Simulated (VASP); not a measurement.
Set up this calculation in VASP 6.6.1, as the native input.

| Property | Result |
| --- | --- |
| Task | single point |
| Functional | PBEsol |
| Potentials or basis | VASP PAW PBE potentials, release 64 (Al, Ru_pv) |
| Cutoff | 520 eV |
| k mesh | 16 × 16 × 8 |
| Occupations | gaussian, width 0.15 eV |
| Spin | no spin polarisation |
| Dipole correction | no |
| Further INCAR settings | ALGO = Fast; EDIFF = 1e-06; NBANDS = 25 |

The structure of AlRu lies in POSCAR:

```
AlRu
1.0
    2.9763250904      0.0000000000      0.0000000000
    0.0000000000      2.9763250904      0.0000000000
    0.0000000000      0.0000000000      5.9526501809
Al Ru
2 2
Direct
    0.0000000000      0.0000000000     -0.0024526891
    0.0000000000      0.0000000000      0.5024526891
    0.4793033361      0.5000000000      0.2500000000
    0.5206966639      0.5000000000      0.7500000000
```

This cell differs from its parent crystal: atoms displaced along a vibrational mode.

One way to write it, as run:

INCAR

```
PREC     = Accurate       # precision mode
ENCUT    = 520            # plane-wave cutoff, eV
EDIFF    = 1E-6           # SCF threshold, eV
ISMEAR   = 0              # smearing method
SIGMA    = 0.15           # smearing width, eV
LREAL    = F              # projectors in reciprocal space
LASPH    = T              # aspherical terms in the spheres
NELM     = 60             # most SCF steps
ALGO     = Fast           # electronic algorithm
ISIF     = 2              # what is computed and relaxed
LWAVE    = F              # write WAVECAR
LCHARG   = F              # write CHGCAR
GGA      = PS             # functional
NBANDS   = 25             # bands
```

KPOINTS

```
regular mesh
0
Gamma
  16 16 8
```

Potentials or basis: VASP PAW PBE potentials, release 64 (Al, Ru_pv).

Run with:

```bash
$ cat potpaw_PBE.64/Al/POTCAR potpaw_PBE.64/Ru_pv/POTCAR > POTCAR
$ mpirun -np 1 vasp_std > vasp.out
```

It gave:

```
Pressure               : 0.5 GPa
Largest force          : 0.638 eV/Å
Band gap on the k mesh : zero (bands 17 and 18 overlap by 3.03 eV)
```

Caveat: the cell differs from its parent crystal (atoms displaced along a vibrational mode); the PAW data sets were made with another functional, which shifts forces and pressure a little.

Run time: 3.8 min on 1 thread of Intel(R) Xeon(R) 6975P-C (Granite Rapids), on a shared host, peak memory 0.51 GiB.
